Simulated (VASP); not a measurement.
Crystal: Ta.

```
Ta
1.0
     1.49020   -2.25960    0.00000
     1.49020    2.25960    0.00000
     0.00000    0.00000    2.87748
Ta
1
Direct
  0.00000 0.00000 0.00000
```

| Quantity | Value |
| --- | --- |
| Program | VASP 6.6.1 |
| Task | relaxation of cell and atoms |
| Functional | PBE |
| Potentials or basis | VASP PAW PBE potentials, release 64 (Ta_pv) |
| Cutoff | 600 eV |
| k mesh | 8 × 8 × 6 |
| Occupations | gaussian, width 0.1 eV |
| Spin | no spin polarisation |

At the start: pressure 5.1 GPa; volume 19.38 Å³/atom.

Problem. How do energy, volume and symmetry change on relaxing?

Solution. Over 10 steps the energy falls by 162.6 meV/atom and the volume is 19.90 Å³/atom (+2.7 %); space group P6/mmm (No. 191, to 0.05 Å).

Step by step:
```tsv
step	energy change (eV)	largest force (eV/Å)	pressure (GPa)	volume (Å³)
1	0.0000	0.0000	5.09	19.38
2	0.0322	0.0000	-4.78	20.90
3	-0.1288	0.0000	-1.87	20.12
4	-0.1290	0.0000	-2.02	20.15
5	-0.1507	0.0000	2.48	19.60
6	-0.1508	0.0000	2.38	19.61
7	-0.1616	0.0000	0.11	19.88
8	-0.1619	0.0000	-0.21	19.92
9	-0.1619	0.0000	-0.30	19.93
10	-0.1626	0.0000	0.03	19.90
```

Final structure:
```
CELL_PARAMETERS angstrom
1.45103 -2.50957 0.00000
1.45103 2.50957 0.00000
0.00000 0.00000 2.73299
ATOMIC_POSITIONS crystal
Ta 0.00000 0.00000 0.00000
```

Caveat: the k points lie up to 0.38 Å⁻¹ apart in the final cell.
